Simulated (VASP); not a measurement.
Runs of VASP 6.6.1 on AlGa3N4. The cells are those of the table. 

| cell | gap on the mesh (eV) | pressure (GPa) | largest force (eV/Å) |
| --- | --- | --- | --- |
| a = 3.165, b = 5.478, c = 10.304 Å, angles 90.0, 86.5, 90.0°, 16 atoms | 2.12 | (a) | 1.01 |
| a = 3.165, b = 5.478, c = 10.328 Å, angles 90.0, 84.7, 90.0°, 16 atoms | (b) | -1.2 | 1.30 |
| a = 3.165, b = 5.478, c = 10.290 Å, angles 90.0, 88.2, 90.0°, 16 atoms | 2.29 | -0.4 | 0.49 |
| a = 3.165, b = 5.478, c = 10.362 Å, angles 90.0, 83.0, 90.0°, 16 atoms | (c) | -1.4 | 1.13 |

Alike in all rows: task single point; level PBEsol; potentials or basis VASP PAW PBE potentials, release 64 (Al, Ga_d, N); no spin polarisation; k mesh 8 × 5 × 3; cutoff (eV) 520; smearing gaussian 0.05 eV.

**Question.** Estimate the missing entries.

**Answer.** (a) -0.9; (b) 1.92; (c) 1.74.

Caveats: the PAW data sets were made with another functional, which shifts forces and pressure a little; the stress differs along the axes, from -4 to 1 GPa (at least some runs); the stress differs along the axes, from -6 to 2 GPa (at least some runs).

A k mesh can miss the band edges, and the runs leave out spin-orbit coupling on Ga.
